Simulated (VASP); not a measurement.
# CsAg2 (P6/mmm) in VASP: a series of runs

The runs below take CsAg2 through single point, with PBE.

Everything below comes from runs of VASP 6.6.1. Logs are shortened: lines on timing, memory, paths and dates and some standing lists are left out, and cuts for length are marked.

### 1 The cell of the first run

The structure is hexagonal, space group P6/mmm (No. 191). The conventional cell has a = 4.850 Å, b = 4.850 Å, c = 5.462 Å, α = 90.00°, β = 90.00°, γ = 120.00°. Within 5.1 Å of Cs (site symmetry 6/mmm) lie 12 Ag at 3.91 Å and 6 Cs at 4.85 Å. Ag (site symmetry -6m2) has 3 Ag at 2.80 Å within 3.7 Å.

The cell was generated, and may not be a known phase.

### 2 Single point, PBE

INCAR

```
  PREC = Accurate
  ENCUT = 520
  EDIFF = 1E-6
  ISMEAR = 0
  SIGMA = 0.1
  LREAL = False
  LASPH = True
  NELM = 60
  ALGO = Normal
  ISIF = 2
  LWAVE = False
  LCHARG = False
  GGA = PE
  NBANDS = 22
```

KPOINTS

```
Automatic mesh
0
Gamma
  6 6 4
```

POSCAR

```
CsAg2
1.0
    4.8502327000      0.0000000000      0.0000000000
   -2.4251164000      4.2004248000      0.0000000000
    0.0000000000      0.0000000000      5.4618488000
Cs Ag
1 2
Direct
    0.0000000000      0.0000000000      0.5000000000
    0.3333333000      0.6666667000      0.0000000000
    0.6666667000      0.3333333000      0.0000000000
```

Potentials or basis: VASP PAW PBE potentials, release 64 (Cs_sv, Ag).

Command:

```sh
$ cat potpaw_PBE.64/Cs_sv/POTCAR potpaw_PBE.64/Ag/POTCAR > POTCAR
$ mpirun -np 1 vasp_std > vasp.out
```

OUTCAR:

```text
PREC = Accurate
   ENCUT = 520
   EDIFF = 1E-6
   ISMEAR = 0
   LREAL = False
   LASPH = True
   NELM = 60
   ISIF = 2
   GGA = PE

 ion  position               nearest neighbor table
   1  0.000  0.000  0.500-
   2  0.333  0.667  0.000-   3 2.80   3 2.80   3 2.80
   3  0.667  0.333  0.000-   2 2.80   2 2.80   2 2.80

  LATTYP: Found a hexagonal cell.
 ALAT       =     4.8502327000
 C/A-ratio  =     1.1261003622

  Lattice vectors:

 A1 = (   4.8502327000,   0.0000000000,   0.0000000000)
 A2 = (  -2.4251164000,   4.2004248000,   0.0000000000)
 A3 = (   0.0000000000,   0.0000000000,   5.4618488000)

Analysis of symmetry for initial positions (statically):
=====================================================================
 Subroutine PRICEL returns:
 Original cell was already a primitive cell.

 Routine SETGRP: Setting up the symmetry group for a
 hexagonal supercell.

 Subroutine GETGRP returns: Found 24 space group operations
 (whereof 24 operations were pure point group operations)
 out of a pool of 24 trial point group operations.

The static configuration has the point symmetry D_6h.

Analysis of symmetry for dynamics (positions and initial velocities):
=====================================================================
 Subroutine PRICEL returns:
 Original cell was already a primitive cell.

 Routine SETGRP: Setting up the symmetry group for a
 hexagonal supercell.

 Subroutine GETGRP returns: Found 24 space group operations
 (whereof 24 operations were pure point group operations)
 out of a pool of 24 trial point group operations.

The dynamic configuration has the point symmetry D_6h.

 Subroutine INISYM returns: Found 24 space group operations
 (whereof 24 operations are pure point group operations),
 and found     1 'primitive' translations

----------------------------------------------------------------------------------------

                                     Primitive cell

  volume of cell :     111.2745

  direct lattice vectors                    reciprocal lattice vectors
     4.850232700  0.000000000  0.000000000     0.206175675  0.119035582  0.000000000
    -2.425116400  4.200424800  0.000000000     0.000000000  0.238071159  0.000000000
     0.000000000  0.000000000  5.461848800     0.000000000  0.000000000  0.183088188

  length of vectors
     4.850232700  4.850232783  5.461848800     0.238071163  0.238071159  0.183088188

  position of ions in fractional coordinates (direct lattice)
     0.000000000  0.000000000  0.500000000
     0.333333300  0.666666700  0.000000000
     0.666666700  0.333333300  0.000000000

  ion indices of the primitive-cell ions
   primitive index   ion index
                 1           1
                 2           2
                 3           3

----------------------------------------------------------------------------------------

 KPOINTS: Automatic mesh

Automatic generation of k-mesh.
 Grid dimensions read from file:
 generate k-points for:    6    6    4

 Generating k-lattice:

  Cartesian coordinates                     Fractional coordinates (reciprocal lattice)
     0.034362612  0.019839264  0.000000000     0.166666667  0.000000000  0.000000000
     0.000000000  0.039678526  0.000000000     0.000000000  0.166666667  0.000000000
     0.000000000  0.000000000  0.045772047     0.000000000  0.000000000  0.250000000

  Length of vectors
     0.039678527  0.039678526  0.045772047

  Shift w.r.t. Gamma in fractional coordinates (k-lattice)
     0.000000000  0.000000000  0.000000000

 Subroutine IBZKPT returns following result:
 ===========================================

 Found     21 irreducible k-points:

 Following reciprocal coordinates:
            Coordinates               Weight
  0.000000  0.000000  0.000000      1.000000
  0.166667  0.000000  0.000000      6.000000
  0.333333  0.000000  0.000000      6.000000
  0.500000  0.000000  0.000000      3.000000
  0.166667  0.166667  0.000000      6.000000
  0.333333  0.166667  0.000000     12.000000
[... 13 lines left out ...]
  0.333333  0.166667  0.500000     12.000000
  0.333333  0.333333  0.500000      2.000000
   k-points           NKPTS =     21   k-points in BZ     NKDIM =     21   number of bands    NBANDS=     22
   number of dos      NEDOS =    301   number of ions     NIONS =      3
   total plane-waves  NPLWV =  54432
   dimension x,y,z NGX =    36 NGY =   36 NGZ =   42
   dimension x,y,z NGXF=    72 NGYF=   72 NGZF=   84
   ions per type =               1   2
   NGX,Y,Z   is equivalent  to a cutoff of  12.34, 12.34, 12.78 a.u.
   NGXF,Y,Z  is equivalent  to a cutoff of  24.68, 24.68, 25.57 a.u.
 SYSTEM =  unknown system
   PREC   = accura    normal or accurate (medium, high low for compatibility)
   ISTART =      0    job   : 0-new  1-cont  2-samecut
   ICHARG =      2    charge: 1-file 2-atom 10-const
   ISPIN  =      1    spin polarized calculation?
   LNONCOLLINEAR =      F non collinear calculations
   LSORBIT =      F    spin-orbit coupling
   LASPH  =      T    aspherical Exc in radial PAW
   ENCUT  =  520.0 eV  38.22 Ry    6.18 a.u.   9.02  9.02 10.16*2*pi/ulx,y,z
   NELM   =     60;   NELMIN=  2; NELMDL= -5     # of ELM steps
   EDIFF  = 0.1E-05   stopping-criterion for ELM
   LREAL  =      F    real-space projection
   EDIFFG = 0.1E-04   stopping-criterion for IOM
   NSW    =      0    number of steps for IOM
   IBRION =     -1    ionic relax: 0-MD 1-quasi-New 2-CG
   NFREE  =      0    steps in history (QN), initial steepest desc. (CG)
   ISIF   =      2    stress and relaxation
   ISYM   =      2    0-nonsym 1-usesym 2-fastsym
   POTIM  = 0.5000    time-step for ionic-motion
   TEBEG  =    0.0;   TEEND  =   0.0 temperature during run
   PSTRESS=    0.0 pullay stress
   NELECT =      31.0000    total number of electrons
   NUPDOWN=      -1.0000    fix difference up-down
   EMIN   =  10.00;   EMAX   =-10.00  energy-range for DOS
   EFERMI =   0.00;   METHOD = LEGACY
   ISMEAR =     0;   SIGMA  =   0.10  broadening in eV -4-tet -1-fermi 0-gaus
   EFERMI_NEDOS =   21; number of points for ismear=-14 and -15
   IALGO  =     38    algorithm
   IMIX   =      4    mixing-type and parameters
     AMIX     =   0.40;   BMIX     =  1.00
     AMIX_MAG =   1.60;   BMIX_MAG =  1.00
  volume/ion in A,a.u.               =      37.09       250.31
  Fermi-wavevector in a.u.,A,eV,Ry     =   1.069211  2.020517 15.554357  1.143213
  Thomas-Fermi vector in A             =   2.204884
   LORBIT       =      0    0 simple, 1 ext, 2 COOP (PROOUT), +10 PAW based schemes
   GGA     = PE    functional components
   LHFCALC =     F    Hartree Fock is set to
   AEXX    =    0.0000 exact exchange contribution
   IVDW    =     0    specifies the selected vdW correction
   LEPSILON=     F    determine dielectric tensor
   LRPA    =     F    only Hartree local field effects (RPA)
 non-spin polarized calculation
 Gauss-broadening in eV      SIGMA  =   0.10
  energy-cutoff  :      520.00
  volume of cell :      111.27
 maximum number of plane-waves:      3021
 NGX is ok and might be reduce to    36
   NGX = 17   NGY = 17   NGZ = 21

 number of electron      31.0000010 magnetization

 Free energy of the ion-electron system (eV)
  ---------------------------------------------------
  ext. energy  EPLUGINS =         0.00000000
  ---------------------------------------------------
  free energy    TOTEN  =        -6.06523794 eV

  energy without entropy =       -6.06276616  energy(sigma->0) =       -6.06400205

 E-fermi :   2.6858     XC(G=0):  -8.3540

 val. band max:        2.6846132124   @ k =   0.1667   0.0000   0.5000
 cond. band min:       3.0940171905   @ k =   0.3333   0.0000   0.2500
 fundamental gap:      0.4094039781
 Fermi energy:         2.6858177023

 k-point     1 :       0.0000    0.0000    0.0000
  band No.  band energies     occupation
      1     -19.6101      2.00000
      2      -6.3864      2.00000
      3      -6.3619      2.00000
      4      -6.3619      2.00000
      5      -2.0036      2.00000
      6      -1.4322      2.00000
[... 14 lines left out ...]
     21       8.4856      0.00000
     22       8.4856      0.00000

 k-point     2 :       0.1667    0.0000    0.0000
  band No.  band energies     occupation
      1     -19.6046      2.00000
      2      -6.4641      2.00000
      3      -6.3814      2.00000
      4      -6.3753      2.00000
      5      -1.9025      2.00000
      6      -1.5227      2.00000
[... 14 lines left out ...]
     21       8.4026      0.00000
     22       8.8368      0.00000

 k-point     3 :       0.3333    0.0000    0.0000
  band No.  band energies     occupation
      1     -19.5933      2.00000
      2      -6.6529      2.00000
      3      -6.4200      2.00000
      4      -6.3533      2.00000
      5      -1.8585      2.00000
      6      -1.7025      2.00000
[... 14 lines left out ...]
     21       8.2555      0.00000
     22       8.4111      0.00000

 k-point     4 :       0.5000    0.0000    0.0000
  band No.  band energies     occupation
      1     -19.5877      2.00000
      2      -6.7407      2.00000
      3      -6.4390      2.00000
      4      -6.3424      2.00000
      5      -1.9310      2.00000
      6      -1.7665      2.00000
[... 14 lines left out ...]
     21       8.1895      0.00000
     22       8.8012      0.00000

 k-point     5 :       0.1667    0.1667    0.0000
  band No.  band energies     occupation
      1     -19.5961      2.00000
      2      -6.5889      2.00000
      3      -6.4305      2.00000
      4      -6.3588      2.00000
      5      -1.8588      2.00000
      6      -1.6790      2.00000
[... 342 lines left out ...]
 k-point    19 :       0.1667    0.1667    0.5000
  band No.  band energies     occupation
      1     -19.5936      2.00000
      2      -6.5614      2.00000
      3      -6.4782      2.00000
      4      -6.4283      2.00000
      5      -1.8736      2.00000
      6      -1.6291      2.00000
[... 14 lines left out ...]
     21       8.3131      0.00000
     22       8.5191      0.00000

 k-point    20 :       0.3333    0.1667    0.5000
  band No.  band energies     occupation
      1     -19.5855      2.00000
      2      -6.6601      2.00000
      3      -6.4896      2.00000
      4      -6.4310      2.00000
      5      -1.9692      2.00000
      6      -1.6648      2.00000
[... 14 lines left out ...]
     21       8.9608      0.00000
     22       9.0911      0.00000

 k-point    21 :       0.3333    0.3333    0.5000
  band No.  band energies     occupation
      1     -19.5828      2.00000
      2      -6.6027      2.00000
      3      -6.6027      2.00000
      4      -6.4166      2.00000
      5      -2.0309      2.00000
      6      -1.6397      2.00000
[... 14 lines left out ...]
     21       8.7926      0.00000
     22       9.6460      0.00000

------------------------ aborting loop because EDIFF is reached ----------------------------------------

  FORCE on cell =-STRESS in cart. coord.  units (eV):
  Direction    XX          YY          ZZ          XY          YZ          ZX
  --------------------------------------------------------------------------------------
  -------------------------------------------------------------------------------------
  Total        0.0261918      0.0261918     -0.0441602     -0.0000000      0.0000000      0.0000000
  in kB        0.3771202      0.3771202     -0.6358371     -0.0000000      0.0000000      0.0000000
  external PRESSURE =       0.0394677 kB  Pullay stress =       0.0000000 kB

 VOLUME and BASIS-vectors are now :
 -----------------------------------------------------------------------------
  energy-cutoff  :      520.00
  volume of cell :      111.27
      direct lattice vectors                 reciprocal lattice vectors
     4.850232700  0.000000000  0.000000000     0.206175675  0.119035582  0.000000000
    -2.425116400  4.200424800  0.000000000     0.000000000  0.238071159  0.000000000
     0.000000000  0.000000000  5.461848800     0.000000000  0.000000000  0.183088188

 POSITION                                       TOTAL-FORCE (eV/Angst)
 -----------------------------------------------------------------------------------
      0.00000      0.00000      2.73092         0.000000      0.000000      0.000000
     -0.00000      2.80028      0.00000         0.000000      0.000000      0.000000
      2.42512      1.40014      0.00000        -0.000000      0.000000      0.000000
 -----------------------------------------------------------------------------------
    total drift:                                0.000000     -0.000000      0.000000

  FREE ENERGIE OF THE ION-ELECTRON SYSTEM (eV)
  ---------------------------------------------------
  free  energy   TOTEN  =        -6.0652379415 eV

  energy  without entropy=       -6.0627661561  energy(sigma->0) =       -6.06400205
```

Run time: 24 s. Hardware: 1 thread of Oxide Virtual Turin-like, shared host; peak memory 0.2 GiB.

What came out:

```
Free energy            : -6.0652 eV
Pressure               : 0.0 GPa
Band gap on the k mesh : zero (an odd number of electrons rules out a gap without spin polarisation)
```

Stress tensor (GPa, compression positive):
```
 0.04  0.00  0.00
 0.00  0.04  0.00
 0.00  0.00 -0.06
```

Caveat: spin-orbit coupling is left out, which moves the levels of the heavy elements.

### 3 Single point, PBE (32.64 Å³/atom)

This run uses another cell than the first one, of 32.64 Å³/atom.

INCAR

```
PREC = Accurate
ENCUT = 520
EDIFF = 1E-6
ISMEAR = 0
SIGMA = 0.1
LREAL = F
LASPH = T
NELM = 80
ALGO = Fast
ISIF = 2
LWAVE = F
LCHARG = F
GGA = PE
NBANDS = 22
```

KPOINTS

```
regular mesh
0
Gamma
  12 12 8
```

POSCAR

```
CsAg2
1.0
    4.7224499447      0.0000000281      0.0000000000
   -2.3612249967      4.0897616061      0.0000000000
    0.0000000000      0.0000000000      5.0700562357
Cs Ag
1 2
Direct
    0.0000000000      0.0000000000      0.5000000000
    0.3333333333      0.6666666667      0.0000000000
    0.6666666667      0.3333333333      0.0000000000
```

Potentials or basis: VASP PAW PBE potentials, release 64 (Cs_sv, Ag).

Command:

```sh
$ cat potpaw_PBE.64/Cs_sv/POTCAR potpaw_PBE.64/Ag/POTCAR > POTCAR
$ mpirun -np 1 vasp_std > vasp.out
```

Wall time 1.9 min (1 thread of Oxide Virtual Turin-like, shared host); peak memory 0.31 GiB.

Results (log left out):

| Item | Value |
| --- | --- |
| Free energy | -5.9450 eV |
| Pressure | 2.8 GPa |
| Band gap on the k mesh | zero (an odd number of electrons rules out a gap without spin polarisation) |

Levels at points of the mesh, in eV from the Fermi level:
```csv
k point,band 12,band 13,band 14,band 15,band 16,band 17,band 18,band 19,band 20,band 21
"(0.00, 0.00, 0.00)",-4.04,-3.68,-3.67,-3.67,2.52,2.78,2.86,2.86,5.31,6.01
"(0.50, 0.00, 0.00)",-3.50,-3.43,-3.21,-1.68,-1.21,2.12,2.75,2.94,5.65,5.79
"(0.00, 0.00, 0.50)",-3.61,-3.59,-3.59,-2.71,-0.68,4.38,4.38,4.79,4.79,4.92
"(0.50, 0.00, 0.50)",-3.58,-3.51,-3.21,-1.80,-0.32,1.33,1.72,2.59,6.23,6.51
```

Caveat: spin-orbit coupling is left out, which moves the levels of the heavy elements.

### 4 Single point, PBE (33.75 Å³/atom)

This run uses another cell than the first one, of 33.75 Å³/atom.

INCAR

```
SYSTEM = CsAg2
ALGO = Fast
EDIFF = 1E-6
ENCUT = 520
GGA = PE
ISIF = 2
ISMEAR = 0
LASPH = .TRUE.
LCHARG = .TRUE.
LELF = .TRUE.
LREAL = .FALSE.
LVHAR = .TRUE.
LWAVE = .FALSE.
NBANDS = 22
NELM = 100
PREC = Accurate
SIGMA = 0.1
```

KPOINTS

```
k-points
0
G
  12 12 8
  0 0 0
```

POSCAR

```
CsAg2
1.0
    4.7532713278      0.0000000283      0.0000000000
   -2.3766356884      4.1164537068      0.0000000000
    0.0000000000      0.0000000000      5.1751270020
Cs Ag
1 2
Direct
    0.0000000000      0.0000000000      0.5000000000
    0.3333333333      0.6666666667      0.0000000000
    0.6666666667      0.3333333333      0.0000000000
```

Command:

```sh
$ cat potpaw_PBE.64/Cs_sv/POTCAR potpaw_PBE.64/Ag/POTCAR > POTCAR
$ mpirun -np 1 vasp_std > vasp.out
```

It took 1.9 min on 1 thread of Oxide Virtual Turin-like, shared host; peak memory 0.32 GiB.

Results (log left out):

- Free energy: -5.9949 eV
- Pressure: 1.9 GPa
- Band gap on the k mesh: zero (an odd number of electrons rules out a gap without spin polarisation)

Levels at points of the mesh, in eV from the Fermi level:
```tsv
k point	band 14	band 15	band 16	band 17	band 18	band 19
(0.00, 0.00, 0.00)	-3.62	-3.62	2.47	2.64	2.90	2.90
(0.50, 0.00, 0.00)	-3.18	-1.61	-1.24	2.06	2.74	2.91
(0.00, 0.00, 0.50)	-3.55	-2.75	-0.66	4.32	4.32	4.77
(0.50, 0.00, 0.50)	-3.17	-1.76	-0.36	1.35	1.78	2.51
```

Caveat: spin-orbit coupling is left out, which moves the levels of the heavy elements.

(Continued in part 2 of 2.)

The gap in the log of VASP goes by the Fermi energy; the results here count the filled bands.